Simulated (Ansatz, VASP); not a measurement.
# SnS2 in VASP and in Ansatz

```
CELL_PARAMETERS angstrom
3.65904 0.00000 0.00000
-1.82952 3.16882 0.00000
0.00000 0.00000 5.95401
ATOMIC_POSITIONS crystal
Sn 0.00000 0.00000 0.00000
S 0.33333 0.66667 0.24555
S 0.66667 0.33333 0.75445
```

Alike in both runs: functional r2SCAN; dispersion D3(BJ); k mesh 9 × 9 × 6; no spin polarisation.

Ansatz relaxed the structure, and its values are those at the end. VASP's run is a single point on that final structure, the one shown.

|  | VASP | Ansatz |
| --- | --- | --- |
| version | VASP 6.6.1 | Ansatz 0.2.0 |
| potentials or method | VASP PAW PBE potentials, release 64 (Sn_d, S), cutoff 550 eV | scalar-relativistic, plane waves, PAW |
| occupations | gaussian, width 0.01 eV | fixed |
| valence electrons in the cell | 26 | 26 |

VASP gave:

* gap on the k mesh at the Fermi level (eV): 1.78
* least direct gap on the mesh (eV): 2.26
* pressure (GPa): -0.1

**Question.** Estimate Ansatz's values.

**Answer.** gap on the k mesh at the Fermi level (eV): 1.76; least direct gap on the mesh (eV): 2.26; pressure (GPa): 0.0.

VASP's potentials were made for PBE, not for r2SCAN. Ansatz's warnings: dispersion damping borrowed.
